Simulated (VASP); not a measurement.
The system is NaRuS2.

```
CELL_PARAMETERS angstrom
1.85548 1.07126 6.73610
-1.85548 1.07126 6.73610
0.00000 -2.14252 6.73610
ATOMIC_POSITIONS crystal
Na 0.50000 0.50000 0.50000
Ru 0.00000 0.00000 0.00000
S 0.26670 0.26670 0.26670
S 0.73330 0.73330 0.73330
```

Base run:

* Program: VASP 6.6.1
* Functional: PBE
* Potentials or basis: VASP PAW PBE potentials, release 64 (Na_pv, Ru_pv, S)
* Cutoff: 520 eV
* k mesh: 6 × 6 × 6
* Occupations: gaussian, width 0.05 eV
* Spin: collinear spin, ferromagnetic start
* Starting moments: [0.01, 0.88, 0.03, 0.03] μB
* Hubbard terms: Ru d U = 3.0 eV

Its results: band gap on the k mesh 1.11 eV (least direct gap 1.29 eV); pressure -6.6 GPa; net moment 1.00 μB per cell; site moments Na +0.00; Ru +1.00; S -0.02 μB; largest force 0.861 eV/Å.

Task: The run is repeated on the same cell with these changes: moments at the start from [0.01, 0.88, 0.03, 0.03] to [0.0, 5.0, 0.0, 0.0]. What comes out?

Result: Band gap on the k mesh zero (filled and empty bands overlap); pressure -8.1 GPa; net moment 1.00 μB per cell; site moments Na +0.00; Ru +0.83; S +0.05 μB; largest force 1.050 eV/Å.

Caveats: the cell stands under tension; forces of over 1 eV/Å act on the atoms, so gaps and moduli don't describe the material at rest (at least some runs).

A k mesh can miss the band edges.
